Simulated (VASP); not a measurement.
# TiN (Fm-3m) in VASP: a series of runs

The runs below take TiN through single point, with PBE+D3(BJ).

All numbers are computed with VASP 6.6.1; they aren't measurements. Logs are shortened: lines on timing, memory, paths and dates and some standing lists are left out, and cuts for length are marked.

## 1. The cell of the first run

The structure is cubic, space group Fm-3m (No. 225). The conventional cell has a = 4.206 Å, b = 4.206 Å, c = 4.206 Å, α = 90.00°, β = 90.00°, γ = 90.00°. Within 2.8 Å of Ti (site symmetry m-3m) lie 6 N at 2.10 Å. N (site symmetry m-3m) has 6 Ti at 2.10 Å within 2.8 Å.

## 2. Single point, PBE+D3(BJ)

INCAR

```
SYSTEM = TiN
PREC = Accurate
ENCUT = 520
EDIFF = 1E-6
ISMEAR = 0
SIGMA = 0.1
LREAL = .False.
LASPH = .True.
NELM = 100
ALGO = Normal
ISIF = 2
LWAVE = .False.
LCHARG = .True.
GGA = PE
IVDW = 12
LELF = .True.
LVHAR = .True.
NBANDS = 16
```

KPOINTS

```
regular mesh
0
Gamma
  18 18 18
  0 0 0
```

POSCAR

```
TiN
1.0
    0.0000000000      2.1028117625      2.1028117625
    2.1028117625      0.0000000000      2.1028117625
    2.1028117625      2.1028117625      0.0000000000
Ti N
1 1
Direct
    0.0000000000      0.0000000000      0.0000000000
    0.5000000000      0.5000000000      0.5000000000
```

Potentials or basis: VASP PAW PBE potentials, release 64 (Ti_sv, N).

Launch:

```
cat potpaw_PBE.64/Ti_sv/POTCAR potpaw_PBE.64/N/POTCAR > POTCAR
mpirun -np 1 vasp_std > vasp.out
```

OUTCAR:

```text
SYSTEM = TiN
   PREC = Accurate
   ENCUT = 520
   EDIFF = 1E-6
   ISMEAR = 0
   LREAL = .False.
   LASPH = .True.
   NELM = 100
   ISIF = 2
   GGA = PE
   IVDW = 12
 IVDW          = 12

 ion  position               nearest neighbor table
   1  0.000  0.000  0.000-   2 2.10   2 2.10   2 2.10   2 2.10   2 2.10   2 2.10
   2  0.500  0.500  0.500-   1 2.10   1 2.10   1 2.10   1 2.10   1 2.10   1 2.10

  LATTYP: Found a face centered cubic cell.
 ALAT       =     4.2056235250

  Lattice vectors:

 A1 = (   0.0000000000,   2.1028117625,   2.1028117625)
 A2 = (   2.1028117625,   0.0000000000,   2.1028117625)
 A3 = (   2.1028117625,   2.1028117625,   0.0000000000)

Analysis of symmetry for initial positions (statically):
=====================================================================
 Subroutine PRICEL returns:
 Original cell was already a primitive cell.

 Routine SETGRP: Setting up the symmetry group for a
 face centered cubic supercell.

 Subroutine GETGRP returns: Found 48 space group operations
 (whereof 48 operations were pure point group operations)
 out of a pool of 48 trial point group operations.

The static configuration has the point symmetry O_h .

Analysis of symmetry for dynamics (positions and initial velocities):
=====================================================================
 Subroutine PRICEL returns:
 Original cell was already a primitive cell.

 Routine SETGRP: Setting up the symmetry group for a
 face centered cubic supercell.

 Subroutine GETGRP returns: Found 48 space group operations
 (whereof 48 operations were pure point group operations)
 out of a pool of 48 trial point group operations.

The dynamic configuration has the point symmetry O_h .

 Subroutine INISYM returns: Found 48 space group operations
 (whereof 48 operations are pure point group operations),
 and found     1 'primitive' translations

----------------------------------------------------------------------------------------

                                     Primitive cell

  volume of cell :      18.5965

  direct lattice vectors                    reciprocal lattice vectors
     0.000000000  2.102811763  2.102811763    -0.237776870  0.237776870  0.237776870
     2.102811763  0.000000000  2.102811763     0.237776870 -0.237776870  0.237776870
     2.102811763  2.102811763  0.000000000     0.237776870  0.237776870 -0.237776870

  length of vectors
     2.973824914  2.973824914  2.973824914     0.411841620  0.411841620  0.411841620

  position of ions in fractional coordinates (direct lattice)
     0.000000000  0.000000000  0.000000000
     0.500000000  0.500000000  0.500000000

  ion indices of the primitive-cell ions
   primitive index   ion index
                 1           1
                 2           2

----------------------------------------------------------------------------------------

 KPOINTS: regular mesh

Automatic generation of k-mesh.
 Grid dimensions read from file:
 generate k-points for:   18   18   18

 Generating k-lattice:

  Cartesian coordinates                     Fractional coordinates (reciprocal lattice)
    -0.013209826  0.013209826  0.013209826     0.055555556  0.000000000  0.000000000
     0.013209826 -0.013209826  0.013209826     0.000000000  0.055555556  0.000000000
     0.013209826  0.013209826 -0.013209826     0.000000000  0.000000000  0.055555556

  Length of vectors
     0.022880090  0.022880090  0.022880090

  Shift w.r.t. Gamma in fractional coordinates (k-lattice)
     0.000000000  0.000000000  0.000000000

 Subroutine IBZKPT returns following result:
 ===========================================

 Found    195 irreducible k-points:

 Following reciprocal coordinates:
            Coordinates               Weight
  0.000000  0.000000  0.000000      1.000000
  0.055556  0.000000  0.000000      8.000000
  0.111111  0.000000  0.000000      8.000000
  0.166667  0.000000  0.000000      8.000000
  0.222222  0.000000  0.000000      8.000000
  0.277778  0.000000  0.000000      8.000000
[... 16 lines left out ...]
 -0.277778  0.055556  0.000000     24.000000
 -0.222222  0.055556  0.000000     24.000000
 [... further k-points ...]
   k-points           NKPTS =    195   k-points in BZ     NKDIM =    195   number of bands    NBANDS=     16
   number of dos      NEDOS =    301   number of ions     NIONS =      2
   total plane-waves  NPLWV =  13824
   dimension x,y,z NGX =    24 NGY =   24 NGZ =   24
   dimension x,y,z NGXF=    48 NGYF=   48 NGZF=   48
   ions per type =               1   1
   NGX,Y,Z   is equivalent  to a cutoff of  13.42, 13.42, 13.42 a.u.
   NGXF,Y,Z  is equivalent  to a cutoff of  26.83, 26.83, 26.83 a.u.
 SYSTEM =  TiN
   PREC   = accura    normal or accurate (medium, high low for compatibility)
   ISTART =      0    job   : 0-new  1-cont  2-samecut
   ICHARG =      2    charge: 1-file 2-atom 10-const
   ISPIN  =      1    spin polarized calculation?
   LNONCOLLINEAR =      F non collinear calculations
   LSORBIT =      F    spin-orbit coupling
   LASPH  =      T    aspherical Exc in radial PAW
   ENCUT  =  520.0 eV  38.22 Ry    6.18 a.u.   5.53  5.53  5.53*2*pi/ulx,y,z
   NELM   =    100;   NELMIN=  2; NELMDL= -5     # of ELM steps
   EDIFF  = 0.1E-05   stopping-criterion for ELM
   LREAL  =      F    real-space projection
   EDIFFG = 0.1E-04   stopping-criterion for IOM
   NSW    =      0    number of steps for IOM
   IBRION =     -1    ionic relax: 0-MD 1-quasi-New 2-CG
   NFREE  =      0    steps in history (QN), initial steepest desc. (CG)
   ISIF   =      2    stress and relaxation
   ISYM   =      2    0-nonsym 1-usesym 2-fastsym
   POTIM  = 0.5000    time-step for ionic-motion
   TEBEG  =    0.0;   TEEND  =   0.0 temperature during run
   PSTRESS=    0.0 pullay stress
   NELECT =      17.0000    total number of electrons
   NUPDOWN=      -1.0000    fix difference up-down
   EMIN   =  10.00;   EMAX   =-10.00  energy-range for DOS
   EFERMI =   0.00;   METHOD = LEGACY
   ISMEAR =     0;   SIGMA  =   0.10  broadening in eV -4-tet -1-fermi 0-gaus
   EFERMI_NEDOS =   21; number of points for ismear=-14 and -15
   IALGO  =     38    algorithm
   IMIX   =      4    mixing-type and parameters
     AMIX     =   0.40;   BMIX     =  1.00
     AMIX_MAG =   1.60;   BMIX_MAG =  1.00
  volume/ion in A,a.u.               =       9.30        62.75
  Fermi-wavevector in a.u.,A,eV,Ry     =   1.588842  3.002476 34.346809  2.524419
  Thomas-Fermi vector in A             =   2.687783
   LORBIT       =      0    0 simple, 1 ext, 2 COOP (PROOUT), +10 PAW based schemes
   GGA     = PE    functional components
   LHFCALC =     F    Hartree Fock is set to
   AEXX    =    0.0000 exact exchange contribution
   IVDW    =    12    specifies the selected vdW correction
   LEPSILON=     F    determine dielectric tensor
   LRPA    =     F    only Hartree local field effects (RPA)
 non-spin polarized calculation
 Gauss-broadening in eV      SIGMA  =   0.10
  energy-cutoff  :      520.00
  volume of cell :       18.60
 maximum number of plane-waves:       531
 NGX is ok and might be reduce to    24
   NGX = 11   NGY = 11   NGZ = 11

 number of electron      16.9999998 magnetization

 Free energy of the ion-electron system (eV)
  ---------------------------------------------------
  ext. energy  EPLUGINS =         0.00000000
  ---------------------------------------------------
  free energy    TOTEN  =       -19.62183260 eV

  energy without entropy =      -19.61774720  energy(sigma->0) =      -19.61978990

 E-fermi :  11.8030     XC(G=0): -13.1623

 val. band max:       11.7697579956   @ k =  -0.1667   0.1111   0.0000
 cond. band min:      11.8090945024   @ k =   0.1111   0.0556   0.0000
 fundamental gap:      0.0393365069
 Fermi energy:        11.8029616198

 k-point     1 :       0.0000    0.0000    0.0000
  band No.  band energies     occupation
      1     -46.0330      2.00000
      2     -21.9931      2.00000
      3     -21.9931      2.00000
      4     -21.9931      2.00000
      5      -5.4616      2.00000
      6       9.7213      2.00000
[... 8 lines left out ...]
     15      25.0523      0.00000
     16      31.8960      0.00000

 k-point     2 :       0.0556    0.0000    0.0000
  band No.  band energies     occupation
      1     -46.0298      2.00000
      2     -22.0156      2.00000
      3     -21.9949      2.00000
      4     -21.9949      2.00000
      5      -5.3985      2.00000
      6       9.3483      2.00000
[... 8 lines left out ...]
     15      25.1102      0.00000
     16      31.8110      0.00000

 k-point     3 :       0.1111    0.0000    0.0000
  band No.  band energies     occupation
      1     -46.0204      2.00000
      2     -22.0800      2.00000
      3     -22.0001      2.00000
      4     -22.0001      2.00000
      5      -5.2140      2.00000
      6       8.5506      2.00000
[... 8 lines left out ...]
     15      25.2106      0.00000
     16      31.5287      0.00000

 k-point     4 :       0.1667    0.0000    0.0000
  band No.  band energies     occupation
      1     -46.0061      2.00000
      2     -22.1774      2.00000
      3     -22.0082      2.00000
      4     -22.0082      2.00000
      5      -4.9226      2.00000
      6       7.6063      2.00000
[... 8 lines left out ...]
     15      25.1933      0.00000
     16      30.9691      0.00000
[... 324 lines left out ...]
 k-point    22 :      -0.3333    0.0556    0.0000
  band No.  band energies     occupation
      1     -45.9448      2.00000
      2     -22.5587      2.00000
      3     -22.0644      2.00000
      4     -22.0349      2.00000
      5      -3.5358      2.00000
      6       4.6215      2.00000
[... 8 lines left out ...]
     15      25.0749      0.00000
     16      27.5386      0.00000

 k-point    23 :      -0.2778    0.0556    0.0000
  band No.  band energies     occupation
      1     -45.9615      2.00000
      2     -22.4547      2.00000
      3     -22.0563      2.00000
      4     -22.0236      2.00000
      5      -3.9529      2.00000
      6       5.3724      2.00000
[... 8 lines left out ...]
     15      24.8693      0.00000
     16      28.3247      0.00000

 k-point    24 :      -0.2222    0.0556    0.0000
  band No.  band energies     occupation
      1     -45.9800      2.00000
      2     -22.3372      2.00000
      3     -22.0453      2.00000
      4     -22.0126      2.00000
      5      -4.3770      2.00000
      6       6.2291      2.00000
[... 8 lines left out ...]
     15      24.9527      0.00000
     16      29.1692      0.00000

 [... further k-points ...]

------------------------ aborting loop because EDIFF is reached ----------------------------------------

 Edisp (eV)   -0.96145

 E8    (eV) :    -0.4060

  FORCE on cell =-STRESS in cart. coord.  units (eV):
  Direction    XX          YY          ZZ          XY          YZ          ZX
  --------------------------------------------------------------------------------------
  -------------------------------------------------------------------------------------
  Total       0.05404     0.05404     0.05404     0.00000     0.00000    -0.00000
  in kB       4.65578     4.65578     4.65578     0.00000     0.00000    -0.00000
  external pressure =        4.66 kB  Pullay stress =        0.00 kB

 VOLUME and BASIS-vectors are now :
 -----------------------------------------------------------------------------
  energy-cutoff  :      520.00
  volume of cell :       18.60
      direct lattice vectors                 reciprocal lattice vectors
     0.000000000  2.102811763  2.102811763    -0.237776870  0.237776870  0.237776870
     2.102811763  0.000000000  2.102811763     0.237776870 -0.237776870  0.237776870
     2.102811763  2.102811763  0.000000000     0.237776870  0.237776870 -0.237776870

 POSITION                                       TOTAL-FORCE (eV/Angst)
 -----------------------------------------------------------------------------------
      0.00000      0.00000      0.00000         0.000000     -0.000000      0.000000
      2.10281      2.10281      2.10281        -0.000000      0.000000     -0.000000
 -----------------------------------------------------------------------------------
    total drift:                                0.000000     -0.000000     -0.000000

  FREE ENERGIE OF THE ION-ELECTRON SYSTEM (eV)
  ---------------------------------------------------
  free  energy   TOTEN  =       -20.5832821908 eV

  energy  without entropy=      -20.5791967901  energy(sigma->0) =      -20.58123949
```

It took 78 s on 1 thread of AMD EPYC 7R43 (Zen 3), shared host; peak memory 0.15 GiB.

Results:

- Free energy: -20.5833 eV
- Pressure: 0.5 GPa
- Dispersion energy per atom: -0.481 eV

Caveat: pairwise dispersion overbinds metals, which lowers pressure and volume.

## 3. Single point, PBE+D3(BJ), collinear spin, ferromagnetic start

This run uses another cell than the first one, of 9.56 Å³/atom, 1.028 times its volume.

INCAR

```
  ALGO = Normal
  EDIFF = 1E-6
  ENCUT = 600
  GGA = PE
  GGA_COMPAT = False
  ISIF = 2
  ISMEAR = 0
  ISPIN = 2
  IVDW = 12
  LASPH = True
  LCHARG = False
  LMAXMIX = 4
  LORBIT = 11
  LREAL = False
  LWAVE = False
  MAGMOM = 1 0
  NBANDS = 20
  NELM = 200
  PREC = Accurate
  SIGMA = 0.1
```

KPOINTS

```
k-points
0
Gamma
  8 8 8
```

POSCAR

```
TiN
1.0
    0.0000000000      2.1220000000      2.1220000000
    2.1220000000      0.0000000000      2.1220000000
    2.1220000000      2.1220000000      0.0000000000
Ti N
1 1
Direct
    0.0000000000      0.0000000000      0.0000000000
    0.5000000000      0.5000000000      0.5000000000
```

Potentials or basis: VASP PAW PBE potentials, release 64 (Ti_sv, N).

Launch:

```
cat potpaw_PBE.64/Ti_sv/POTCAR potpaw_PBE.64/N/POTCAR > POTCAR
mpirun -np 1 vasp_std > vasp.out
```

Wall time 15 s (1 thread of Intel Xeon Platinum 8375C at 2.90GHz (Ice Lake), shared host); peak memory 0.17 GiB.

The run converged. Its results:

```
Free energy                                           : -20.5636 eV
Pressure                                              : -7.1 GPa
Net moment                                            : 0.00 μB per cell
Valence electrons inside the program's atomic spheres : Ti 10.38; N 3.74
Dispersion energy per atom                            : -0.467 eV
```

Levels at points of the mesh, in eV from the Fermi level:
Spin up:
```tsv
k point	band 6	band 7	band 8	band 9	band 10	band 11	band 12	band 13
(0.00, 0.00, 0.00)	-2.07	-2.07	-2.07	-0.62	-0.62	-0.62	0.56	0.56
(0.50, 0.00, 0.00)	-8.09	-5.49	-5.49	1.67	1.67	2.33	5.70	5.70
(0.50, 0.50, 0.00)	-5.85	-3.25	-3.25	-3.07	1.62	2.36	2.36	3.58
```
Spin down:
| k point | band 5 | band 6 | band 7 | band 8 | band 9 | band 10 | band 11 | band 12 | band 13 | band 14 |
| --- | --- | --- | --- | --- | --- | --- | --- | --- | --- | --- |
| (0.00, 0.00, 0.00) | -17.12 | -2.07 | -2.07 | -2.07 | -0.62 | -0.62 | -0.62 | 0.56 | 0.56 | 5.37 |
| (0.50, 0.00, 0.00) | -14.67 | -8.09 | -5.49 | -5.49 | 1.67 | 1.67 | 2.33 | 5.70 | 5.70 | 6.05 |
| (0.50, 0.50, 0.00) | -15.71 | -5.85 | -3.25 | -3.25 | -3.07 | 1.62 | 2.36 | 2.36 | 3.58 | 10.58 |

Caveat: pairwise dispersion overbinds metals, which lowers pressure and volume.
